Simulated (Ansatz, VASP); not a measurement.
**Two plane-wave programs on ZnAg**

```
CELL_PARAMETERS angstrom
3.15600 -0.03156 -0.03156
-0.03156 3.15600 -0.03156
-0.03156 -0.03156 3.15600
ATOMIC_POSITIONS crystal
Zn 0.50000 0.50000 0.50000
Ag 0.00000 0.00000 0.00000
```

Change from the starting cell: equal xy, yz and zx shear strains of -2 %, PAW files.

Alike in both runs: task electric field gradients; functional LDA; k mesh 12 × 12 × 12; occupations fermi-dirac, width 0.03 eV; no spin polarisation.

```csv
,VASP,Ansatz
version,VASP 6.6.1,Ansatz 0.2.0
potentials or method,"VASP PAW LDA potentials, release 64 (Zn, Ag)","PAW with Ansatz's default frozen-core files, scalar-relativistic"
plane-wave cutoff (eV),520,420
valence electrons in the cell,23,31
```

```csv
,VASP,Ansatz,Ansatz less VASP
pressure (GPa),-7.5,-8.0,-0.41
"traceless stress, the component that is largest in VASP (GPa)",1.11,1.08,-0.028
size of Vzz on the site where it differs most (V/Å²),8.5,4.2,-4.32
```

LDA's correlation is that of Perdew and Zunger in VASP and of Perdew and Wang (1992) in Ansatz. VASP's potentials hold 23 valence electrons a cell and Ansatz's 31, so a difference there can come from the potentials and not from the codes.
